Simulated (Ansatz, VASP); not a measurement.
One calculation of Be, two programs

The input INCAR:

```
SYSTEM = Be
ALGO = Normal ; EDIFF = 1E-6
ENCUT = 600 ; GGA = PE
GGA_COMPAT = .False. ; ISIF = 2
ISMEAR = 0 ; LASPH = .True.
LCHARG = .False. ; LREAL = .False.
LWAVE = .False. ; NBANDS = 7
NELM = 120 ; PREC = Accurate
SIGMA = 0.05
```

The input KPOINTS:

```
k-points
0
Gamma
  22 22 22
  0 0 0
```

POSCAR

```
Be
1.0
    0.0000000000      1.5971596744      1.5971596744
    1.5971596744      0.0000000000      1.5971596744
    1.5971596744      1.5971596744      0.0000000000
Be
1
Direct
    0.0000000000      0.0000000000      0.0000000000
```

Input for Ansatz:

```yaml
crystal:
  lattice:
    - [0.0, 1.5971596744, 1.5971596744]
    - [1.5971596744, 0.0, 1.5971596744]
    - [1.5971596744, 1.5971596744, 0.0]
  atoms:
    - { symbol: Be, position: [0.0, 0.0, 0.0] }
basis:
  ecutwfc: 420
  ecutrho_ratio: 4
kpoints:
  mp_grid: { grid: [22, 22, 22] }
hamiltonian:
  xc: pbe
scf:
  occupations: { method: gaussian, width: 0.05 }
output:
  forces: true
  stress: true
  eigenvalues: true
```

Alike in both runs: task single point; functional PBE; k mesh 22 × 22 × 22; occupations gaussian, width 0.05 eV; no spin polarisation.

|  | VASP | Ansatz |
| --- | --- | --- |
| version | VASP 6.6.1 | Ansatz 0.2.0 |
| potentials or method | VASP PAW PBE potentials, release 64 (Be), cutoff 600 eV | scalar-relativistic, plane waves, PAW |
| valence electrons in the cell | 2 | 2 |

```tsv
	VASP	Ansatz	Ansatz less VASP
pressure (GPa)	-3.8	-3.9	-0.13
```
